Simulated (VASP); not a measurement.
Wanted: the native input for a VASP 6.6.1 run.

- Task: single point
- Functional: PBE
- Potentials or basis: VASP PAW PBE potentials, release 64 (Na_pv, Cl, Zn)
- Cutoff: 520 eV
- k mesh: 1 × 1 × 1
- Occupations: fermi-dirac, width 0.0552 eV
- Spin: no spin polarisation
- Dipole correction: no
- Further INCAR settings: LREAL = Auto; ALGO = Normal; EDIFF = 1e-06; NBANDS = 73; ISYM = 0

The structure of NaZnCl3 lies in POSCAR:

```
NaZnCl3
1.0
    7.3746020000      0.0495700000      0.0246180000
    0.0495700000      7.3079440000      0.1589410000
    0.0246180000      0.1589410000      7.5744090000
Na Cl Zn
3 9 3
Direct
    0.6888044858      0.5695233961      0.7860015736
    0.8871389339      0.9934201381      0.1744092805
    0.6282943295      0.4801136277      0.2871942762
    0.2364741840      0.2480265806      0.9136133111
    0.4509295023      0.7428647970     -0.0156152983
    0.6861501523      0.2819864057      0.0367474418
    0.0332586903      0.6338479051      0.2149059838
    0.8268365793      0.2944485796      0.5661911029
    0.6011782344      0.8109824708      0.4283609229
    0.9928497768      0.7577638781      0.7561010074
    0.3228215490      0.5134047001      0.5730801865
    0.1901743519      0.0767083594      0.3829072584
    0.1863875611      0.5978914879      0.9508261357
    0.1177035738      0.2627324108      0.6241101347
    0.2992833567      0.7813807337      0.3979330674
```

These files were run (other wordings do the same):

INCAR

```
PREC     = Accurate       # precision mode
ENCUT    = 520            # plane-wave cutoff, eV
EDIFF    = 1E-6           # SCF threshold, eV
ISMEAR   = -1             # smearing method
SIGMA    = 0.0552         # smearing width, eV
LREAL    = Auto         
LASPH    = True           # aspherical terms in the spheres
NELM     = 60             # most SCF steps
ALGO     = Normal         # electronic algorithm
ISIF     = 2              # what is computed and relaxed
LWAVE    = False          # write WAVECAR
LCHARG   = False          # write CHGCAR
GGA      = PE             # functional
NBANDS   = 73             # bands
ISYM     = 0
```

KPOINTS

```
Automatic mesh
0
Gamma
  1 1 1
```

Potentials or basis: VASP PAW PBE potentials, release 64 (Na_pv, Cl, Zn).

The run is started by

```console
$ cat potpaw_PBE.64/Na_pv/POTCAR potpaw_PBE.64/Cl/POTCAR potpaw_PBE.64/Zn/POTCAR > POTCAR
$ mpirun -np 1 vasp_gam > vasp.out
```

Results of the run:

```
Pressure               : 0.4 GPa
Largest force          : 1.123 eV/Å
Band gap on the k mesh : 2.68 eV
```

Caveat: the k points lie up to 0.86 Å⁻¹ apart.

It took 45 s on 1 thread of Intel(R) Xeon(R) 6975P-C (Granite Rapids), on a shared host, peak memory 0.37 GiB.
